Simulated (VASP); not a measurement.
# Rb (Im-3m) in VASP: a series of runs

Runs on Rb. Level: PBEsol. Tasks: single point, relaxation of cell and atoms.

Everything below comes from runs of VASP 6.6.1. Logs are shortened: lines on timing, memory, paths and dates and some standing lists are left out, and cuts for length are marked.

### 1 The cell of the first run

It takes space group Im-3m (No. 229, cubic). The conventional cell has a = 5.572 Å, b = 5.572 Å, c = 5.572 Å, α = 90.00°, β = 90.00°, γ = 90.00°.

### 2 Single point, PBEsol

The input, INCAR:

```
SYSTEM = Rb
PREC = Accurate
ENCUT = 520
EDIFF = 1E-6
ISMEAR = 0
SIGMA = 0.1
LREAL = .FALSE.
LASPH = .TRUE.
NELM = 100
ALGO = Normal
ISIF = 2
LWAVE = .FALSE.
LCHARG = .FALSE.
GGA = PS
NBANDS = 10
```

The input, KPOINTS:

```
Automatic mesh
0
G
  10 10 10
  0 0 0
```

The input, POSCAR:

```
Rb
1.0
   -2.7859238591      2.7859238591      2.7859238591
    2.7859238591     -2.7859238591      2.7859238591
    2.7859238591      2.7859238591     -2.7859238591
Rb
1
Direct
    0.0000000000      0.0000000000      0.0000000000
```

Potentials or basis: VASP PAW PBE potentials, release 64 (Rb_sv).

Command:

```
cat potpaw_PBE.64/Rb_sv/POTCAR > POTCAR
mpirun -np 1 vasp_std > vasp.out
```

OUTCAR:

```text
SYSTEM = Rb
   PREC = Accurate
   ENCUT = 520
   EDIFF = 1E-6
   ISMEAR = 0
   LREAL = .FALSE.
   LASPH = .TRUE.
   NELM = 100
   ISIF = 2
   GGA = PS

 ion  position               nearest neighbor table
   1  0.000  0.000  0.000-

  LATTYP: Found a body centered cubic cell.
 ALAT       =     5.5718477182

  Lattice vectors:

 A1 = (  -2.7859238591,   2.7859238591,   2.7859238591)
 A2 = (   2.7859238591,  -2.7859238591,   2.7859238591)
 A3 = (   2.7859238591,   2.7859238591,  -2.7859238591)

Analysis of symmetry for initial positions (statically):
=====================================================================
 Subroutine PRICEL returns:
 Original cell was already a primitive cell.

 Routine SETGRP: Setting up the symmetry group for a
 body centered cubic supercell.

 Subroutine GETGRP returns: Found 48 space group operations
 (whereof 48 operations were pure point group operations)
 out of a pool of 48 trial point group operations.

The static configuration has the point symmetry O_h .

Analysis of symmetry for dynamics (positions and initial velocities):
=====================================================================
 Subroutine PRICEL returns:
 Original cell was already a primitive cell.

 Routine SETGRP: Setting up the symmetry group for a
 body centered cubic supercell.

 Subroutine GETGRP returns: Found 48 space group operations
 (whereof 48 operations were pure point group operations)
 out of a pool of 48 trial point group operations.

The dynamic configuration has the point symmetry O_h .

 Subroutine INISYM returns: Found 48 space group operations
 (whereof 48 operations are pure point group operations),
 and found     1 'primitive' translations

----------------------------------------------------------------------------------------

                                     Primitive cell

  volume of cell :      86.4904

  direct lattice vectors                    reciprocal lattice vectors
    -2.785923859  2.785923859  2.785923859     0.000000000  0.179473677  0.179473677
     2.785923859 -2.785923859  2.785923859     0.179473677  0.000000000  0.179473677
     2.785923859  2.785923859 -2.785923859     0.179473677  0.179473677  0.000000000

  length of vectors
     4.825361670  4.825361670  4.825361670     0.253814109  0.253814109  0.253814109

  position of ions in fractional coordinates (direct lattice)
     0.000000000  0.000000000  0.000000000

  ion indices of the primitive-cell ions
   primitive index   ion index
                 1           1

----------------------------------------------------------------------------------------

 KPOINTS: Automatic mesh

Automatic generation of k-mesh.
 Grid dimensions read from file:
 generate k-points for:   10   10   10

 Generating k-lattice:

  Cartesian coordinates                     Fractional coordinates (reciprocal lattice)
     0.000000000  0.017947368  0.017947368     0.100000000  0.000000000  0.000000000
     0.017947368  0.000000000  0.017947368     0.000000000  0.100000000  0.000000000
     0.017947368  0.017947368  0.000000000     0.000000000  0.000000000  0.100000000

  Length of vectors
     0.025381411  0.025381411  0.025381411

  Shift w.r.t. Gamma in fractional coordinates (k-lattice)
     0.000000000  0.000000000  0.000000000

 Subroutine IBZKPT returns following result:
 ===========================================

 Found     47 irreducible k-points:

 Following reciprocal coordinates:
            Coordinates               Weight
  0.000000  0.000000  0.000000      1.000000
  0.100000  0.000000  0.000000     12.000000
  0.200000  0.000000  0.000000     12.000000
  0.300000  0.000000  0.000000     12.000000
  0.400000  0.000000  0.000000     12.000000
  0.500000  0.000000  0.000000      6.000000
[... 16 lines left out ...]
  0.300000  0.300000  0.100000      8.000000
 -0.300000  0.300000  0.100000     24.000000
 [... further k-points ...]
   k-points           NKPTS =     47   k-points in BZ     NKDIM =     47   number of bands    NBANDS=     10
   number of dos      NEDOS =    301   number of ions     NIONS =      1
   total plane-waves  NPLWV =  46656
   dimension x,y,z NGX =    36 NGY =   36 NGZ =   36
   dimension x,y,z NGXF=    72 NGYF=   72 NGZF=   72
   ions per type =               1
   NGX,Y,Z   is equivalent  to a cutoff of  12.40, 12.40, 12.40 a.u.
   NGXF,Y,Z  is equivalent  to a cutoff of  24.81, 24.81, 24.81 a.u.
 SYSTEM =  Rb
   PREC   = accura    normal or accurate (medium, high low for compatibility)
   ISTART =      0    job   : 0-new  1-cont  2-samecut
   ICHARG =      2    charge: 1-file 2-atom 10-const
   ISPIN  =      1    spin polarized calculation?
   LNONCOLLINEAR =      F non collinear calculations
   LSORBIT =      F    spin-orbit coupling
   LASPH  =      T    aspherical Exc in radial PAW
   ENCUT  =  520.0 eV  38.22 Ry    6.18 a.u.   8.97  8.97  8.97*2*pi/ulx,y,z
   NELM   =    100;   NELMIN=  2; NELMDL= -5     # of ELM steps
   EDIFF  = 0.1E-05   stopping-criterion for ELM
   LREAL  =      F    real-space projection
   EDIFFG = 0.1E-04   stopping-criterion for IOM
   NSW    =      0    number of steps for IOM
   IBRION =     -1    ionic relax: 0-MD 1-quasi-New 2-CG
   NFREE  =      0    steps in history (QN), initial steepest desc. (CG)
   ISIF   =      2    stress and relaxation
   ISYM   =      2    0-nonsym 1-usesym 2-fastsym
   POTIM  = 0.5000    time-step for ionic-motion
   TEBEG  =    0.0;   TEEND  =   0.0 temperature during run
   PSTRESS=    0.0 pullay stress
   NELECT =       9.0000    total number of electrons
   NUPDOWN=      -1.0000    fix difference up-down
   EMIN   =  10.00;   EMAX   =-10.00  energy-range for DOS
   EFERMI =   0.00;   METHOD = LEGACY
   ISMEAR =     0;   SIGMA  =   0.10  broadening in eV -4-tet -1-fermi 0-gaus
   EFERMI_NEDOS =   21; number of points for ismear=-14 and -15
   IALGO  =     38    algorithm
   IMIX   =      4    mixing-type and parameters
     AMIX     =   0.40;   BMIX     =  1.00
     AMIX_MAG =   1.60;   BMIX_MAG =  1.00
  volume/ion in A,a.u.               =      86.49       583.67
  Fermi-wavevector in a.u.,A,eV,Ry     =   0.770016  1.455119  8.067230  0.592925
  Thomas-Fermi vector in A             =   1.871129
   LORBIT       =      0    0 simple, 1 ext, 2 COOP (PROOUT), +10 PAW based schemes
   GGA     = PS    functional components
   LHFCALC =     F    Hartree Fock is set to
   AEXX    =    0.0000 exact exchange contribution
   IVDW    =     0    specifies the selected vdW correction
   LEPSILON=     F    determine dielectric tensor
   LRPA    =     F    only Hartree local field effects (RPA)
 non-spin polarized calculation
 Gauss-broadening in eV      SIGMA  =   0.10
  energy-cutoff  :      520.00
  volume of cell :       86.49
 maximum number of plane-waves:      2382
   NGX = 17   NGY = 17   NGZ = 17

 number of electron       9.0000000 magnetization

 Free energy of the ion-electron system (eV)
  ---------------------------------------------------
  ext. energy  EPLUGINS =         0.00000000
  ---------------------------------------------------
  free energy    TOTEN  =        -1.02420078 eV

  energy without entropy =       -1.01796509  energy(sigma->0) =       -1.02108293

 E-fermi :   0.0620     XC(G=0):  -5.6490

 val. band max:        0.0601697891   @ k =  -0.3000   0.4000   0.2000
 cond. band min:       0.1435808896   @ k =  -0.4000   0.4000   0.2000
 fundamental gap:      0.0834111005
 Fermi energy:         0.0620385976

 k-point     1 :       0.0000    0.0000    0.0000
  band No.  band energies     occupation
      1     -28.7701      2.00000
      2     -12.8115      2.00000
      3     -12.8115      2.00000
      4     -12.8115      2.00000
      5      -1.9845      2.00000
      6       3.7862      0.00000
      7       3.7862      0.00000
      8       3.7862      0.00000
      9       4.7689      0.00000
     10       4.7689      0.00000

 k-point     2 :       0.1000    0.0000    0.0000
  band No.  band energies     occupation
      1     -28.7696      2.00000
      2     -12.8228      2.00000
      3     -12.8152      2.00000
      4     -12.8116      2.00000
      5      -1.8608      2.00000
      6       3.5911      0.00000
      7       3.6180      0.00000
      8       3.9020      0.00000
      9       4.5412      0.00000
     10       4.7233      0.00000

 k-point     3 :       0.2000    0.0000    0.0000
  band No.  band energies     occupation
      1     -28.7682      2.00000
      2     -12.8521      2.00000
      3     -12.8248      2.00000
      4     -12.8116      2.00000
      5      -1.5019      2.00000
      6       2.9380      0.00000
      7       3.2712      0.00000
      8       4.2440      0.00000
      9       4.5222      0.00000
     10       4.6734      0.00000

 k-point     4 :       0.3000    0.0000    0.0000
  band No.  band energies     occupation
      1     -28.7666      2.00000
      2     -12.8877      2.00000
      3     -12.8366      2.00000
      4     -12.8116      2.00000
      5      -0.9446      2.00000
      6       2.1670      0.00000
      7       2.9448      0.00000
      8       4.6290      0.00000
      9       4.7371      0.00000
     10       4.7955      0.00000

 k-point     5 :       0.4000    0.0000    0.0000
  band No.  band energies     occupation
      1     -28.7652      2.00000
      2     -12.9159      2.00000
      3     -12.8461      2.00000
      4     -12.8116      2.00000
      5      -0.2578      1.99999
      6       1.4202      0.00000
      7       2.7280      0.00000
      8       4.5423      0.00000
      9       4.9699      0.00000
     10       5.5259      0.00000

 k-point     6 :       0.5000    0.0000    0.0000
  band No.  band energies     occupation
      1     -28.7647      2.00000
      2     -12.9266      2.00000
      3     -12.8497      2.00000
      4     -12.8117      2.00000
      5       0.2838      0.00171
      6       0.8770      0.00000
      7       2.6530      0.00000
      8       4.4285      0.00000
      9       5.3656      0.00000
     10       5.4140      0.00000
[... 183 lines left out ...]
 k-point    21 :       0.3000    0.2000    0.1000
  band No.  band energies     occupation
      1     -28.7645      2.00000
      2     -12.9024      2.00000
      3     -12.8626      2.00000
      4     -12.8318      2.00000
      5       0.5902      0.00000
      6       1.3056      0.00000
      7       1.8755      0.00000
      8       3.7349      0.00000
      9       5.2176      0.00000
     10       5.4466      0.00000

 k-point    22 :      -0.2000    0.2000    0.1000
  band No.  band energies     occupation
      1     -28.7678      2.00000
      2     -12.8521      2.00000
      3     -12.8286      2.00000
      4     -12.8206      2.00000
      5      -1.3844      2.00000
      6       2.9703      0.00000
      7       3.2824      0.00000
      8       3.8137      0.00000
      9       4.2414      0.00000
     10       5.1821      0.00000

 k-point    23 :       0.3000    0.3000    0.1000
  band No.  band energies     occupation
      1     -28.7644      2.00000
      2     -12.8837      2.00000
      3     -12.8837      2.00000
      4     -12.8354      2.00000
      5       1.2186      0.00000
      6       1.2186      0.00000
      7       1.3651      0.00000
      8       3.4773      0.00000
      9       5.3358      0.00000
     10       5.3358      0.00000

 k-point    24 :      -0.3000    0.3000    0.1000
  band No.  band energies     occupation
      1     -28.7661      2.00000
      2     -12.8861      2.00000
      3     -12.8406      2.00000
      4     -12.8202      2.00000
      5      -0.8337      2.00000
      6       2.1990      0.00000
      7       2.9916      0.00000
      8       3.8884      0.00000
      9       4.7815      0.00000
     10       5.2215      0.00000

 [... further k-points ...]

------------------------ aborting loop because EDIFF is reached ----------------------------------------

  FORCE on cell =-STRESS in cart. coord.  units (eV):
  Direction    XX          YY          ZZ          XY          YZ          ZX
  --------------------------------------------------------------------------------------
  -------------------------------------------------------------------------------------
  Total        0.0013900      0.0013900      0.0013900     -0.0000000      0.0000000     -0.0000000
  in kB        0.0257495      0.0257495      0.0257495     -0.0000000      0.0000000     -0.0000000
  external PRESSURE =       0.0257495 kB  Pullay stress =       0.0000000 kB

 VOLUME and BASIS-vectors are now :
 -----------------------------------------------------------------------------
  energy-cutoff  :      520.00
  volume of cell :       86.49
      direct lattice vectors                 reciprocal lattice vectors
    -2.785923859  2.785923859  2.785923859     0.000000000  0.179473677  0.179473677
     2.785923859 -2.785923859  2.785923859     0.179473677  0.000000000  0.179473677
     2.785923859  2.785923859 -2.785923859     0.179473677  0.179473677  0.000000000

 POSITION                                       TOTAL-FORCE (eV/Angst)
 -----------------------------------------------------------------------------------
      0.00000      0.00000      0.00000         0.000000      0.000000      0.000000
 -----------------------------------------------------------------------------------
    total drift:                               -0.000000     -0.000000      0.000000

  FREE ENERGIE OF THE ION-ELECTRON SYSTEM (eV)
  ---------------------------------------------------
  free  energy   TOTEN  =        -1.0242007777 eV

  energy  without entropy=       -1.0179650850  energy(sigma->0) =       -1.02108293
```

Run time: 20 s. Hardware: 1 thread of AMD EPYC 7R13 (Zen 3), shared host; peak memory 0.18 GiB.

What came out:

```
Free energy            : -1.0242 eV
Pressure               : 0.0 GPa
Band gap on the k mesh : zero (an odd number of electrons rules out a gap without spin polarisation)
```

Levels at points of the mesh, in eV from the Fermi level:
```
           k point  band 1  band 2  band 3  band 4  band 5  band 6  band 7  band 8  band 9  band 10
(0.00, 0.00, 0.00)  -28.83  -12.87  -12.87  -12.87   -2.05    3.72    3.72    3.72    4.71     4.71
(0.50, 0.00, 0.00)  -28.83  -12.99  -12.91  -12.87    0.22    0.81    2.59    4.37    5.30     5.35
(0.50, 0.50, 0.50)  -28.82  -12.96  -12.96  -12.96    1.23    1.23    3.37    3.37    3.37     5.07
```

Caveat: the PAW data sets were made with another functional, which shifts forces and pressure a little.

### 3 Relaxation of cell and atoms, PBEsol

This run uses another cell than the first one, of 88.37 Å³/atom.

The input, INCAR:

```
PREC = Accurate
ENCUT = 600
EDIFF = 1E-6
ISMEAR = 0
SIGMA = 0.1
LREAL = False
LASPH = True
NELM = 100
ALGO = Normal
ISIF = 3
LWAVE = False
LCHARG = False
GGA = PS
IBRION = 2
NSW = 100
EDIFFG = -0.005
```

The input, KPOINTS:

```
Automatic mesh
0
Gamma
  10 10 10
```

The input, POSCAR:

```
Rb
1.0
   -2.8060000000      2.8060000000      2.8060000000
    2.8060000000     -2.8060000000      2.8060000000
    2.8060000000      2.8060000000     -2.8060000000
Rb
1
Direct
    0.0000000000      0.0000000000      0.0000000000
```

Potentials or basis: VASP PAW PBE potentials, release 64 (Rb_sv).

Command:

```
cat potpaw_PBE.64/Rb_sv/POTCAR > POTCAR
mpirun -np 1 vasp_std > vasp.out
```

Run time: 56 s. Hardware: 1 thread of AMD EPYC 7R13 (Zen 3), shared host; peak memory 0.23 GiB.

Results (log left out):

```
Free energy                           : -1.0242 eV
Relaxed volume                        : 86.75 Å³/atom
Relaxed cell                          : a = 4.830 Å, b = 4.830 Å, c = 4.830 Å, α = 109.47°, β = 109.47°, γ = 109.47°
Space group after relaxing (to 0.1 Å) : Im-3m (No. 229)
Energy gained by relaxing             : 0.3 meV/atom
Ionic steps                           : 3
Pressure after relaxing               : 0.0 GPa
Band gap on the k mesh                : zero (an odd number of electrons rules out a gap without spin polarisation)
```

The path:
| step | energy change (eV) | largest force (eV/Å) | pressure (GPa) | volume (Å³) |
| --- | --- | --- | --- | --- |
| 1 | 0.0000 | 0.0000 | -0.06 | 88.37 |
| 2 | -0.0001 | 0.0000 | -0.05 | 87.97 |
| 3 | -0.0003 | 0.0000 | -0.01 | 86.75 |

Final structure:
```
Rb
1.0
    -2.78876    2.78876    2.78876
     2.78876   -2.78876    2.78876
     2.78876    2.78876   -2.78876
Rb
1
Direct
  0.00000 0.00000 0.00000
```

Levels at points of the mesh, in eV from the Fermi level:
```
           k point  band 2  band 3  band 4  band 5  band 6  band 7  band 8
(0.00, 0.00, 0.00)  -12.88  -12.88  -12.88   -2.04    3.72    3.72    3.72
(0.50, 0.00, 0.00)  -12.99  -12.91  -12.88    0.22    0.81    2.59    4.36
(0.50, 0.50, 0.50)  -12.96  -12.96  -12.96    1.23    1.23    3.36    3.36
```

Caveat: the PAW data sets were made with another functional, which shifts forces and pressure a little.

### 4 Single point, PBEsol (strained)

The input, INCAR:

```
PREC = Accurate
ENCUT = 520
EDIFF = 1E-6
ISMEAR = 0
SIGMA = 0.1
LREAL = F
LASPH = T
NELM = 60
ALGO = Normal
ISIF = 2
LWAVE = F
LCHARG = F
GGA = PS
NBANDS = 10
```

The input, KPOINTS:

```
regular mesh
0
Gamma
  10 10 10
```

The input, POSCAR:

```
Rb
1.0
   -2.7226337400      2.7226337400      2.7226337400
    2.7226337400     -2.7226337400      2.7226337400
    2.7226337400      2.7226337400     -2.7226337400
Rb
1
Direct
    0.0000000000      0.0000000000      0.0000000000
```

Command:

```
cat potpaw_PBE.64/Rb_sv/POTCAR > POTCAR
mpirun -np 1 vasp_std > vasp.out
```

Run time: 18 s. Hardware: 1 thread of Oxide Virtual Turin-like, shared host; peak memory 0.18 GiB.

The run converged. Its results:

```yaml
Free_energy: -1.0201 eV
Pressure: 0.2 GPa
Band_gap_on_the_k_mesh: zero (an odd number of electrons rules out a gap without spin polarisation)
```

Levels at points of the mesh, in eV from the Fermi level:
```tsv
k point	band 2	band 3	band 4	band 5	band 6	band 7	band 8	band 9
(0.00, 0.00, 0.00)	-12.83	-12.83	-12.83	-2.15	3.78	3.78	3.78	4.82
(0.50, 0.00, 0.00)	-12.98	-12.88	-12.83	0.20	0.87	2.59	4.51	5.50
(0.50, 0.50, 0.50)	-12.94	-12.94	-12.94	1.17	1.17	3.56	3.56	3.56
```

Caveat: the cell differs from its parent crystal (strained); the PAW data sets were made with another functional, which shifts forces and pressure a little.

[end of part 1 of 2]

The gap in the log of VASP goes by the Fermi energy; the results here count the filled bands.